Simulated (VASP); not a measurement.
# Lu (P6_3/mmc) in VASP: a series of runs, part 2 of 2

VASP 6.6.1.

### Step 3. Electric field gradients, PBEsol (29.10 Å³/atom)

This run uses another cell than the first one, of 29.10 Å³/atom.

INCAR reads:

```
PREC = Accurate ; ENCUT = 520
EDIFF = 1E-8 ; ISMEAR = -1
SIGMA = 0.03 ; LREAL = False
LASPH = True ; NELM = 100
ALGO = Normal ; ISIF = 2
LWAVE = False ; LCHARG = False
GGA = PS ; LEFG = True
NBANDS = 32
```

KPOINTS reads:

```
Automatic mesh
0
Gamma
  13 13 8
```

POSCAR reads:

```
Lu
1.0
    3.4863418112      0.0000000000      0.0000000000
   -1.7431709056      3.0192605749      0.0000000000
    0.0000000000      0.0000000000      5.5292391428
Lu
2
Direct
    0.3333333333      0.6666666667      0.2500000000
    0.6666666667      0.3333333333      0.7500000000
```

Potentials or basis: VASP PAW PBE potentials, release 64 (Lu).

Launch:

```bash
cat potpaw_PBE.64/Lu/POTCAR > POTCAR
mpirun -np 1 vasp_std > vasp.out
```

OUTCAR:

```text
PREC = Accurate
   ENCUT = 520
   EDIFF = 1E-8
   ISMEAR = -1
   LREAL = False
   LASPH = True
   NELM = 100
   ISIF = 2
   GGA = PS

 ion  position               nearest neighbor table
   1  0.333  0.667  0.250-   2 3.42   2 3.42   2 3.42   2 3.42   2 3.42   2 3.42
   2  0.667  0.333  0.750-   1 3.42   1 3.42   1 3.42   1 3.42   1 3.42   1 3.42

  LATTYP: Found a hexagonal cell.
 ALAT       =     3.4863418112
 C/A-ratio  =     1.5859716121

  Lattice vectors:

 A1 = (   3.4863418112,   0.0000000000,   0.0000000000)
 A2 = (  -1.7431709056,   3.0192605749,   0.0000000000)
 A3 = (   0.0000000000,   0.0000000000,   5.5292391428)

Analysis of symmetry for initial positions (statically):
=====================================================================
 Subroutine PRICEL returns:
 Original cell was already a primitive cell.

 Routine SETGRP: Setting up the symmetry group for a
[... 1031 lines left out ...]
  energy-cutoff  :      520.00
  volume of cell :       58.20
      direct lattice vectors                 reciprocal lattice vectors
     3.486341811  0.000000000  0.000000000     0.286833608  0.165603461  0.000000000
    -1.743170906  3.019260575  0.000000000     0.000000000  0.331206921  0.000000000
     0.000000000  0.000000000  5.529239143     0.000000000  0.000000000  0.180856710

 POSITION                                       TOTAL-FORCE (eV/Angst)
 -----------------------------------------------------------------------------------
     -0.00000      2.01284      1.38231        -0.000000      0.000000      0.000000
      1.74317      1.00642      4.14693         0.000000     -0.000000      0.000000
 -----------------------------------------------------------------------------------
    total drift:                               -0.000000      0.000000     -0.000000

  FREE ENERGIE OF THE ION-ELECTRON SYSTEM (eV)
  ---------------------------------------------------
  free  energy   TOTEN  =        -9.8797037725 eV

  energy  without entropy=       -9.8690280895  energy(sigma->0) =       -9.87436593

 Electric field gradients (V/A^2)
---------------------------------------------------------------------
 ion       V_xx      V_yy      V_zz      V_xy      V_xz      V_yz
---------------------------------------------------------------------
   1     -29.384   -29.386    58.770    -0.001     0.000    -0.000
   2     -29.384   -29.386    58.770    -0.001    -0.000     0.000
---------------------------------------------------------------------

 Electric field gradients after diagonalization (V/A^2)
 (convention: |V_zz| > |V_xx| > |V_yy|)
----------------------------------------------------------------------
 ion       V_xx      V_yy      V_zz     asymmetry (V_yy - V_xx)/ V_zz
----------------------------------------------------------------------
   1     -29.386   -29.384    58.770       0.000
   2     -29.386   -29.384    58.770       0.000
----------------------------------------------------------------------

           NMR quadrupolar parameters

 Cq : quadrupolar parameter    Cq=e*Q*V_zz/h
 eta: asymmetry parameters     (V_yy - V_xx)/ V_zz
 Q  : nuclear electric quadrupole moment in mb (millibarn)
----------------------------------------------------------------------
 ion       Cq(MHz)       eta       Q (mb)
----------------------------------------------------------------------
   1       0.142       0.000       1.000
   2       0.142       0.000       1.000
----------------------------------------------------------------------
```

OSZICAR:

```text
N       E                     dE             d eps       ncg     rms          rms(c)
DAV:   1     0.246561850392E+03    0.24656E+03   -0.19403E+04  9760   0.512E+03
DAV:   2     0.201276319782E+02   -0.22643E+03   -0.21782E+03  7288   0.561E+02
DAV:   3    -0.747300760745E+01   -0.27601E+02   -0.27128E+02  9744   0.118E+02
DAV:   4    -0.100073016971E+02   -0.25343E+01   -0.25196E+01 10368   0.250E+01
DAV:   5    -0.100785260393E+02   -0.71224E-01   -0.71196E-01 10360   0.433E+00    0.492E+00
DAV:   6    -0.991782514078E+01    0.16070E+00   -0.50958E-01 10416   0.935E+00    0.224E+00
DAV:   7    -0.988313678092E+01    0.34688E-01   -0.10074E-01  9992   0.189E+00    0.458E-01
DAV:   8    -0.987953353751E+01    0.36032E-02   -0.12771E-02 10912   0.912E-01    0.132E-01
DAV:   9    -0.987970721151E+01   -0.17367E-03   -0.14412E-03  9232   0.250E-01    0.741E-02
DAV:  10    -0.987970385844E+01    0.33531E-05   -0.23541E-04 10416   0.133E-01    0.709E-03
DAV:  11    -0.987970477252E+01   -0.91408E-06   -0.12107E-05  9624   0.252E-02    0.106E-02
DAV:  12    -0.987970399426E+01    0.77825E-06   -0.17401E-06  9160   0.113E-02    0.132E-03
DAV:  13    -0.987970383627E+01    0.15799E-06   -0.48513E-08  8216   0.207E-03    0.403E-04
DAV:  14    -0.987970377908E+01    0.57196E-07   -0.12128E-08  6144   0.103E-03    0.820E-05
DAV:  15    -0.987970377248E+01    0.65957E-08   -0.23871E-09  4728   0.566E-04
   1 F= -.98797038E+01 E0= -.98743659E+01  d E =-.106757E-01
```

It took 2.2 min on 1 thread of AMD EPYC 9R45 (Zen 5), shared host; peak memory 0.25 GiB.

Results:

```
Free energy                             : -9.8797 eV
Pressure                                : -2.5 GPa
Band gap on the k mesh                  : zero (bands 25 and 26 overlap by 1.73 eV)
Largest electric field gradient by atom : Lu +58.8 V/Å²
```

Electric field gradients, principal values (V/Å²):
```csv
atom,least,middle,greatest (by size)
1 Lu,-29.384,-29.386,58.770
2 Lu,-29.384,-29.386,58.770
```

Caveat: without QUAD_EFG the Cq values of the log hold for a quadrupole moment of 1 mb, not for the nuclei; the PAW data sets were made with another functional, which shifts forces and pressure a little; spin-orbit coupling is left out, which moves the levels of the heavy elements.

### Step 4. Electric field gradients, PBEsol

This run uses another cell than the first one, of 29.69 Å³/atom.

INCAR reads:

```
  PREC = Accurate
  ENCUT = 520
  EDIFF = 1E-8
  ISMEAR = -1
  SIGMA = 0.03
  LREAL = F
  LASPH = T
  NELM = 60
  ALGO = Normal
  ISIF = 2
  LWAVE = F
  LCHARG = F
  GGA = PS
  LEFG = T
  NBANDS = 32
```

KPOINTS reads:

```
regular mesh
0
Gamma
  13 13 8
```

POSCAR reads:

```
Lu
1.0
    3.5098988894      0.0000000000      0.0000000000
   -1.7549494447      3.0396616030      0.0000000000
    0.0000000000      0.0000000000      5.5666000000
Lu
2
Direct
    0.3333333333      0.6666666667      0.2500000000
    0.6666666667      0.3333333333      0.7500000000
```

Potentials or basis: VASP PAW PBE potentials, release 64 (Lu).

Launch:

```bash
cat potpaw_PBE.64/Lu/POTCAR > POTCAR
mpirun -np 1 vasp_std > vasp.out
```

OUTCAR:

```text
PREC = Accurate
   ENCUT = 520
   EDIFF = 1E-8
   ISMEAR = -1
   LREAL = F
   LASPH = T
   NELM = 60
   ISIF = 2
   GGA = PS

 ion  position               nearest neighbor table
   1  0.333  0.667  0.250-   2 3.44   2 3.44   2 3.44   2 3.44   2 3.44   2 3.44
   2  0.667  0.333  0.750-   1 3.44   1 3.44   1 3.44   1 3.44   1 3.44   1 3.44

  LATTYP: Found a hexagonal cell.
 ALAT       =     3.5098988894
 C/A-ratio  =     1.5859716121

  Lattice vectors:

[... 1054 lines left out ...]

  FREE ENERGIE OF THE ION-ELECTRON SYSTEM (eV)
  ---------------------------------------------------
  free  energy   TOTEN  =        -9.8589318834 eV

  energy  without entropy=       -9.8480910486  energy(sigma->0) =       -9.85351147

 Electric field gradients (V/A^2)
---------------------------------------------------------------------
 ion       V_xx      V_yy      V_zz      V_xy      V_xz      V_yz
---------------------------------------------------------------------
   1     -27.060   -27.061    54.121    -0.000     0.000    -0.000
   2     -27.060   -27.061    54.121    -0.000    -0.000     0.000
---------------------------------------------------------------------

 Electric field gradients after diagonalization (V/A^2)
 (convention: |V_zz| > |V_xx| > |V_yy|)
----------------------------------------------------------------------
 ion       V_xx      V_yy      V_zz     asymmetry (V_yy - V_xx)/ V_zz
----------------------------------------------------------------------
   1     -27.061   -27.060    54.121       0.000
   2     -27.061   -27.060    54.121       0.000
----------------------------------------------------------------------

           NMR quadrupolar parameters

 Cq : quadrupolar parameter    Cq=e*Q*V_zz/h
 eta: asymmetry parameters     (V_yy - V_xx)/ V_zz
 Q  : nuclear electric quadrupole moment in mb (millibarn)
----------------------------------------------------------------------
 ion       Cq(MHz)       eta       Q (mb)
----------------------------------------------------------------------
   1       0.131       0.000       1.000
   2       0.131       0.000       1.000
----------------------------------------------------------------------
```

It took 2.2 min on 1 thread of AMD EPYC 9R45 (Zen 5), shared host; peak memory 0.26 GiB.

What came out:

| Quantity | Value |
| --- | --- |
| Free energy | -9.8589 eV |
| Pressure | -3.3 GPa |
| Band gap on the k mesh | zero (bands 25 and 26 overlap by 1.72 eV) |
| Largest electric field gradient by atom | Lu +54.1 V/Å² |

Stress tensor (GPa, compression positive):
```
-2.88  0.00  0.00
 0.00 -2.88  0.00
 0.00  0.00 -4.08
```

Electric field gradients, principal values (V/Å²):
| atom | least | middle | greatest (by size) |
| --- | --- | --- | --- |
| 1 Lu | -27.060 | -27.061 | 54.121 |
| 2 Lu | -27.060 | -27.061 | 54.121 |

Caveat: the cell stands under tension; without QUAD_EFG the Cq values of the log hold for a quadrupole moment of 1 mb, not for the nuclei; the PAW data sets were made with another functional, which shifts forces and pressure a little; spin-orbit coupling is left out, which moves the levels of the heavy elements.

### Step 5. Overview

| cell | gap on the mesh (eV) | pressure (GPa) |
| --- | --- | --- |
| a = 3.438, b = 3.438, c = 5.453 Å, angles 90.0, 90.0, 120.0°, 2 atoms | none | -0.6 |
| a = 3.486, b = 3.486, c = 5.529 Å, angles 90.0, 90.0, 120.0°, 2 atoms | none | -2.5 |
| a = 3.510, b = 3.510, c = 5.567 Å, angles 90.0, 90.0, 120.0°, 2 atoms | none | -3.3 |

Alike in all rows: task electric field gradients; level PBEsol; potentials or basis VASP PAW PBE potentials, release 64 (Lu); no spin polarisation; k mesh 13 × 13 × 8; cutoff (eV) 520; smearing fermi-dirac 0.03 eV.

Caveats: the PAW data sets were made with another functional, which shifts forces and pressure a little; spin-orbit coupling is left out, which moves the levels of the heavy elements; the cell stands under tension (at least some runs).

Absolute energies hang on the potentials; compare differences alone.
